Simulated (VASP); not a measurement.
# Sn (P6/mmm) in VASP: a series of runs

Sn is run at these levels: PBE; tasks: relaxation of cell and atoms, single point.

Program: VASP 6.6.1. These are calculated values, not measurements. Logs are shortened: lines on timing, memory, paths and dates and some standing lists are left out, and cuts for length are marked.

## Step 1: The cell of the first run

Symmetry: P6/mmm, No. 191, hexagonal system. Conventional cell: a = 6.151 Å, b = 6.151 Å, c = 3.771 Å, α = 90.00°, β = 90.00°, γ = 120.00°. Sn (site symmetry 6/mmm) has 14 Sn at 3.77 to 4.02 Å within 5.0 Å. Within 4.7 Å of Sn (site symmetry -6m2) lie 11 Sn at 3.55 to 4.02 Å.

This isn't the form of Sn at room conditions, which is tetragonal (white tin).

## Step 2: Relaxation of cell and atoms, PBE

Contents of INCAR:

```
SYSTEM = Sn
PREC = Accurate
ENCUT = 500
EDIFF = 1E-7
ISMEAR = 0
SIGMA = 0.1
LREAL = .FALSE.
LASPH = .TRUE.
NELM = 120
ALGO = Normal
ISIF = 3
LWAVE = .FALSE.
LCHARG = .FALSE.
GGA = PE
IBRION = 2
NSW = 90
EDIFFG = -0.04
GGA_COMPAT = .FALSE.
NELMIN = 4
```

Contents of KPOINTS:

```
regular mesh
0
G
  3 3 4
  0 0 0
```

Contents of POSCAR:

```
Sn
1.0
    6.1511416999      0.0000000000      0.0000000000
   -3.0755708500      5.3270449744      0.0000000000
    0.0000000000      0.0000000000      3.7709173030
Sn
3
Direct
    0.0000000000      0.0000000000      0.0000000000
    0.3333333333      0.6666666667      0.5000000000
    0.6666666667      0.3333333333      0.5000000000
```

Potentials or basis: VASP PAW PBE potentials, release 64 (Sn_d).

The run is started by

```bash
cat potpaw_PBE.64/Sn_d/POTCAR > POTCAR
mpirun -np 1 vasp_std > vasp.out
```

OUTCAR:

```text
SYSTEM = Sn
   PREC = Accurate
   ENCUT = 500
   EDIFF = 1E-7
   ISMEAR = 0
   LREAL = .FALSE.
   LASPH = .TRUE.
   NELM = 120
   ISIF = 3
   GGA = PE
   IBRION = 2
   NSW = 90
   EDIFFG = -0.04
   NELMIN = 4

 ion  position               nearest neighbor table
   1  0.000  0.000  0.000-
   2  0.333  0.667  0.500-   3 3.55   3 3.55   3 3.55
   3  0.667  0.333  0.500-   2 3.55   2 3.55   2 3.55

  LATTYP: Found a hexagonal cell.
 ALAT       =     6.1511416999
 C/A-ratio  =     0.6130434783

  Lattice vectors:

 A1 = (   6.1511416999,   0.0000000000,   0.0000000000)
 A2 = (  -3.0755708500,   5.3270449744,   0.0000000000)
 A3 = (   0.0000000000,   0.0000000000,   3.7709173030)

Analysis of symmetry for initial positions (statically):
=====================================================================
 Subroutine PRICEL returns:
 Original cell was already a primitive cell.

 Routine SETGRP: Setting up the symmetry group for a
 hexagonal supercell.

 Subroutine GETGRP returns: Found 24 space group operations
 (whereof 24 operations were pure point group operations)
 out of a pool of 24 trial point group operations.

The static configuration has the point symmetry D_6h.

Analysis of symmetry for dynamics (positions and initial velocities):
=====================================================================
 Subroutine PRICEL returns:
 Original cell was already a primitive cell.

 Routine SETGRP: Setting up the symmetry group for a
 hexagonal supercell.

 Subroutine GETGRP returns: Found 24 space group operations
 (whereof 24 operations were pure point group operations)
 out of a pool of 24 trial point group operations.

The dynamic configuration has the point symmetry D_6h.

 Subroutine INISYM returns: Found 24 space group operations
 (whereof 24 operations are pure point group operations),
 and found     1 'primitive' translations

----------------------------------------------------------------------------------------

                                     Primitive cell

  volume of cell :     123.5632

  direct lattice vectors                    reciprocal lattice vectors
     6.151141700  0.000000000  0.000000000     0.162571446  0.093860668  0.000000000
    -3.075570850  5.327044974  0.000000000     0.000000000  0.187721336  0.000000000
     0.000000000  0.000000000  3.770917303     0.000000000  0.000000000  0.265187465

  length of vectors
     6.151141700  6.151141700  3.770917303     0.187721336  0.187721336  0.265187465

  position of ions in fractional coordinates (direct lattice)
     0.000000000  0.000000000  0.000000000
     0.333333333  0.666666667  0.500000000
     0.666666667  0.333333333  0.500000000

  ion indices of the primitive-cell ions
   primitive index   ion index
                 1           1
                 2           2
                 3           3

----------------------------------------------------------------------------------------

 KPOINTS: regular mesh

Automatic generation of k-mesh.
 Grid dimensions read from file:
 generate k-points for:    3    3    4

 Generating k-lattice:

  Cartesian coordinates                     Fractional coordinates (reciprocal lattice)
     0.054190482  0.031286889  0.000000000     0.333333333 -0.000000000  0.000000000
     0.000000000  0.062573779  0.000000000     0.000000000  0.333333333  0.000000000
     0.000000000  0.000000000  0.066296866     0.000000000  0.000000000  0.250000000

  Length of vectors
     0.062573779  0.062573779  0.066296866

  Shift w.r.t. Gamma in fractional coordinates (k-lattice)
     0.000000000  0.000000000  0.000000000

 Subroutine IBZKPT returns following result:
 ===========================================

 Found      9 irreducible k-points:

 Following reciprocal coordinates:
            Coordinates               Weight
  0.000000  0.000000  0.000000      1.000000
  0.333333 -0.000000  0.000000      6.000000
  0.333333  0.333333  0.000000      2.000000
  0.000000  0.000000  0.250000      2.000000
  0.333333 -0.000000  0.250000     12.000000
  0.333333  0.333333  0.250000      4.000000
  0.000000  0.000000  0.500000      1.000000
  0.333333 -0.000000  0.500000      6.000000
  0.333333  0.333333  0.500000      2.000000
   k-points           NKPTS =      9   k-points in BZ     NKDIM =      9   number of bands    NBANDS=     25
   number of dos      NEDOS =    301   number of ions     NIONS =      3
   total plane-waves  NPLWV =  64512
   dimension x,y,z NGX =    48 NGY =   48 NGZ =   28
   dimension x,y,z NGXF=    96 NGYF=   96 NGZF=   56
   ions per type =               3
   NGX,Y,Z   is equivalent  to a cutoff of  12.97, 12.97, 12.34 a.u.
   NGXF,Y,Z  is equivalent  to a cutoff of  25.95, 25.95, 24.69 a.u.
 SYSTEM =  Sn
   PREC   = accura    normal or accurate (medium, high low for compatibility)
   ISTART =      0    job   : 0-new  1-cont  2-samecut
   ICHARG =      2    charge: 1-file 2-atom 10-const
   ISPIN  =      1    spin polarized calculation?
   LNONCOLLINEAR =      F non collinear calculations
   LSORBIT =      F    spin-orbit coupling
   LASPH  =      T    aspherical Exc in radial PAW
   ENCUT  =  500.0 eV  36.75 Ry    6.06 a.u.  11.21 11.21  6.88*2*pi/ulx,y,z
   NELM   =    120;   NELMIN=  4; NELMDL= -5     # of ELM steps
   EDIFF  = 0.1E-06   stopping-criterion for ELM
   LREAL  =      F    real-space projection
   EDIFFG = -.4E-01   stopping-criterion for IOM
   NSW    =     90    number of steps for IOM
   IBRION =      2    ionic relax: 0-MD 1-quasi-New 2-CG
   NFREE  =      1    steps in history (QN), initial steepest desc. (CG)
   ISIF   =      3    stress and relaxation
   ISYM   =      2    0-nonsym 1-usesym 2-fastsym
   POTIM  = 0.5000    time-step for ionic-motion
   TEBEG  =    0.0;   TEEND  =   0.0 temperature during run
   PSTRESS=    0.0 pullay stress
   NELECT =      42.0000    total number of electrons
   NUPDOWN=      -1.0000    fix difference up-down
   EMIN   =  10.00;   EMAX   =-10.00  energy-range for DOS
   EFERMI =   0.00;   METHOD = LEGACY
   ISMEAR =     0;   SIGMA  =   0.10  broadening in eV -4-tet -1-fermi 0-gaus
   EFERMI_NEDOS =   21; number of points for ismear=-14 and -15
   IALGO  =     38    algorithm
   IMIX   =      4    mixing-type and parameters
     AMIX     =   0.40;   BMIX     =  1.00
     AMIX_MAG =   1.60;   BMIX_MAG =  1.00
  volume/ion in A,a.u.               =      41.19       277.95
  Fermi-wavevector in a.u.,A,eV,Ry     =   1.142514  2.159039 17.760207  1.305338
  Thomas-Fermi vector in A             =   2.279212
   LORBIT       =      0    0 simple, 1 ext, 2 COOP (PROOUT), +10 PAW based schemes
   GGA     = PE    functional components
   LHFCALC =     F    Hartree Fock is set to
   AEXX    =    0.0000 exact exchange contribution
   IVDW    =     0    specifies the selected vdW correction
   LEPSILON=     F    determine dielectric tensor
   LRPA    =     F    only Hartree local field effects (RPA)
 conjugate gradient relaxation of ions
 non-spin polarized calculation
 Gauss-broadening in eV      SIGMA  =   0.10
  energy-cutoff  :      500.00
  volume of cell :      123.56
 maximum number of plane-waves:      3194
 NGX is ok and might be reduce to    48
   NGX = 23   NGY = 23   NGZ = 13

--------------------------------------- Ionic step        1  -------------------------------------------

 number of electron      42.0000005 magnetization

 Free energy of the ion-electron system (eV)
  ---------------------------------------------------
  ext. energy  EPLUGINS =         0.00000000
  ---------------------------------------------------
  free energy    TOTEN  =       -10.01576763 eV

  energy without entropy =       -9.99720479  energy(sigma->0) =      -10.00648621

 E-fermi :   4.1561     XC(G=0):  -8.5497

 val. band max:        3.9954798390   @ k =   0.0000   0.0000   0.5000
 cond. band min:       4.1708922835   @ k =   0.3333  -0.0000   0.2500
 fundamental gap:      0.1754124445
 Fermi energy:         4.1561433017

 k-point     1 :       0.0000    0.0000    0.0000
  band No.  band energies     occupation
      1     -17.8647      2.00000
      2     -17.8276      2.00000
      3     -17.8276      2.00000
      4     -17.8219      2.00000
      5     -17.8219      2.00000
      6     -17.4863      2.00000
[... 275 lines left out ...]
  energy  without entropy=       -9.9972047947  energy(sigma->0) =      -10.00648621

--------------------------------------- Ionic step        2  -------------------------------------------

 number of electron      41.9999985 magnetization

 E-fermi :   6.8774     XC(G=0):  -9.7547

 val. band max:        6.4514706512   @ k =   0.0000   0.0000   0.5000
 cond. band min:       6.8970210188   @ k =   0.3333  -0.0000   0.2500
 fundamental gap:      0.4455503676
 Fermi energy:         6.8773511005

 k-point     1 :       0.0000    0.0000    0.0000
  band No.  band energies     occupation
      1     -15.0774      2.00000
      2     -15.0070      2.00000
      3     -15.0070      2.00000
      4     -14.9908      2.00000
      5     -14.9908      2.00000
      6     -14.8280      2.00000
[... 308 lines left out ...]
  FREE ENERGIE OF THE ION-ELECTRON SYSTEM (eV)
  ---------------------------------------------------
  free  energy   TOTEN  =       -11.2014165822 eV

  energy  without entropy=      -11.1782740615  energy(sigma->0) =      -11.18984532

[... ionic steps 4 to 15 ...]

--------------------------------------- Ionic step       16  -------------------------------------------

 number of electron      41.9999986 magnetization

------------------------ aborting loop because EDIFF is reached ----------------------------------------

  FORCE on cell =-STRESS in cart. coord.  units (eV):
  Direction    XX          YY          ZZ          XY          YZ          ZX
  --------------------------------------------------------------------------------------
  -------------------------------------------------------------------------------------
  Total        0.3277008      0.3277008      0.7667818     -0.0000000      0.0000000      0.0000000
  in kB        6.1964990      6.1964990     14.4990869     -0.0000000      0.0000000      0.0000000
  external PRESSURE =       8.9640283 kB  Pullay stress =       0.0000000 kB
[... 59 lines left out ...]
  energy  without entropy=      -11.3315964182  energy(sigma->0) =      -11.33331907

--------------------------------------- Ionic step       18  -------------------------------------------

 number of electron      41.9999987 magnetization

 Free energy of the ion-electron system (eV)
  ---------------------------------------------------
  ext. energy  EPLUGINS =         0.00000000
  ---------------------------------------------------
  free energy    TOTEN  =       -11.33517291 eV

  energy without entropy =      -11.33168273  energy(sigma->0) =      -11.33342782

 E-fermi :   7.8286     XC(G=0): -10.0787

 val. band max:        7.8252977854   @ k =   0.0000   0.0000   0.5000
 cond. band min:       8.2818585318   @ k =   0.3333  -0.0000   0.2500
 fundamental gap:      0.4565607464
 Fermi energy:         7.8286128827

 k-point     1 :       0.0000    0.0000    0.0000
  band No.  band energies     occupation
      1     -14.5362      2.00000
      2     -14.3073      2.00000
      3     -14.2612      2.00000
      4     -14.2608      2.00000
      5     -14.2608      2.00000
      6     -14.1561      2.00000
[... 271 lines left out ...]
  FREE ENERGIE OF THE ION-ELECTRON SYSTEM (eV)
  ---------------------------------------------------
  free  energy   TOTEN  =       -11.3351729145 eV

  energy  without entropy=      -11.3316827278  energy(sigma->0) =      -11.33342782

 reached required accuracy - stopping structural energy minimisation
```

Run time: 10 min. Hardware: 1 thread of Intel Xeon 8259CL, shared host; peak memory 0.25 GiB.

Results:

```
Free energy                           : -11.3352 eV
Relaxed volume                        : 28.71 Å³/atom
Relaxed cell                          : a = 5.834 Å, b = 5.834 Å, c = 2.922 Å, α = 90.00°, β = 90.00°, γ = 120.00°
Space group after relaxing (to 0.1 Å) : P6/mmm (No. 191)
Energy gained by relaxing             : 439.8 meV/atom
Ionic steps                           : 18
Pressure after relaxing               : 0.0 GPa
Band gap on the k mesh                : zero (bands 21 and 22 overlap by 3.63 eV)
```

The path:
| step | energy change (eV) | largest force (eV/Å) | pressure (GPa) | volume (Å³) |
| --- | --- | --- | --- | --- |
| 1 | 0.0000 | 0.0000 | -7.32 | 123.56 |
| 2 | -1.1244 | 0.0000 | -2.83 | 92.88 |
| 3 | -1.1856 | 0.0000 | -0.35 | 87.00 |
| 4 | -1.1864 | 0.0000 | 0.03 | 86.23 |
| 5 | -1.1945 | 0.0000 | 0.15 | 86.13 |
| 6 | -1.2242 | 0.0000 | 0.21 | 85.77 |
| 7 | -1.2293 | 0.0000 | 0.68 | 84.78 |
| 8 | -0.9508 | 0.0000 | 7.10 | 81.68 |
| 9 | -1.2559 | 0.0000 | 0.64 | 84.51 |
| 10 | -1.2771 | 0.0000 | 2.35 | 83.24 |
| 11 | -1.3060 | 0.0000 | 1.16 | 83.95 |
| 12 | -1.3074 | 0.0000 | 1.59 | 83.66 |
| 13 | -1.3090 | 0.0000 | 1.42 | 83.76 |
| 14 | -1.3111 | 0.0000 | 1.25 | 84.26 |
| 15 | -1.3112 | 0.0000 | 1.28 | 84.18 |
| 16 | -1.3152 | 0.0000 | 0.90 | 84.73 |
| 17 | -1.3193 | 0.0000 | -0.15 | 86.38 |
| 18 | -1.3194 | 0.0000 | -0.01 | 86.14 |

Final structure:
```
CELL_PARAMETERS angstrom
5.83417 0.00000 0.00000
-2.91708 5.05254 0.00000
0.00000 0.00000 2.92236
ATOMIC_POSITIONS crystal
Sn 0.00000 0.00000 0.00000
Sn 0.33333 0.66667 0.50000
Sn 0.66667 0.33333 0.50000
```

Caveat: the k points lie up to 0.54 Å⁻¹ apart in the final cell, too coarse for converged energies and pressures of a metal; the volume moved by over 15 % at a fixed basis, so the end points are rough; spin-orbit coupling is left out, which moves the levels of the heavy elements.

## Step 3: Relaxation of cell and atoms, PBE

This run uses another cell than the first one, of 28.79 Å³/atom.

INCAR is that of step 2.

Contents of KPOINTS:

```
Automatic mesh
0
G
  6 6 6
  0 0 0
```

Contents of POSCAR:

```
Sn
1.0
    5.6190856461      0.0000000000      0.0000000000
   -2.8095428230      4.8662709155      0.0000000000
    0.0000000000      0.0000000000      3.1583297964
Sn
3
Direct
    0.0000000000      0.0000000000      0.0000000000
    0.3333333333      0.6666666667      0.5000000000
    0.6666666667      0.3333333333      0.5000000000
```

Potentials or basis: VASP PAW PBE potentials, release 64 (Sn_d).

The run is started by

```bash
cat potpaw_PBE.64/Sn_d/POTCAR > POTCAR
mpirun -np 1 vasp_std > vasp.out
```

Wall time 2.8 min (1 thread of Intel Xeon 8259CL, shared host); peak memory 0.22 GiB.

Results (log left out):

```yaml
Free_energy: -11.4021 eV
Relaxed_volume: 27.85 Å³/atom
Relaxed_cell: a = 5.486 Å, b = 5.486 Å, c = 3.205 Å, α = 90.00°, β = 90.00°, γ = 120.00°
Space_group_after_relaxing_to_0.1_Å: P6/mmm (No. 191)
Energy_gained_by_relaxing: 16.7 meV/atom
Ionic_steps: 3
Pressure_after_relaxing: -0.1 GPa
Band_gap_on_the_k_mesh: zero (bands 21 and 22 overlap by 3.84 eV)
```

Stress tensor (GPa, compression positive):
```
-0.03  0.00  0.00
 0.00 -0.03  0.00
 0.00  0.00 -0.15
```

Step by step:
```tsv
step	energy change (eV)	largest force (eV/Å)	pressure (GPa)	volume (Å³)
1	0.0000	0.0000	-1.48	86.36
2	-0.0483	0.0000	0.26	83.03
3	-0.0501	0.0000	-0.07	83.55
```

Final structure:
```
Sn
1.0
     5.48605    0.00000    0.00000
    -2.74302    4.75106    0.00000
     0.00000    0.00000    3.20547
Sn
3
Direct
  0.00000 0.00000 0.00000
  0.33333 0.66667 0.50000
  0.66667 0.33333 0.50000
```

Levels at points of the mesh, in eV from the Fermi level:
```csv
k point,band 17,band 18,band 19,band 20,band 21,band 22,band 23,band 24,band 25
"(0.00, 0.00, 0.00)",-6.02,-5.73,-2.73,-2.73,-2.65,-2.65,3.53,7.01,7.28
"(0.50, 0.00, 0.00)",-9.37,-6.80,-4.55,0.64,0.73,2.29,2.53,3.61,5.27
"(0.00, 0.00, 0.50)",-6.77,-2.76,-1.72,-1.39,-0.77,-0.54,-0.54,0.68,0.68
"(0.50, 0.00, 0.50)",-5.83,-5.76,-4.04,-2.75,-1.91,-1.46,0.11,3.16,3.71
```

Caveat: spin-orbit coupling is left out, which moves the levels of the heavy elements.

(Part 1 of 2 ends here.)
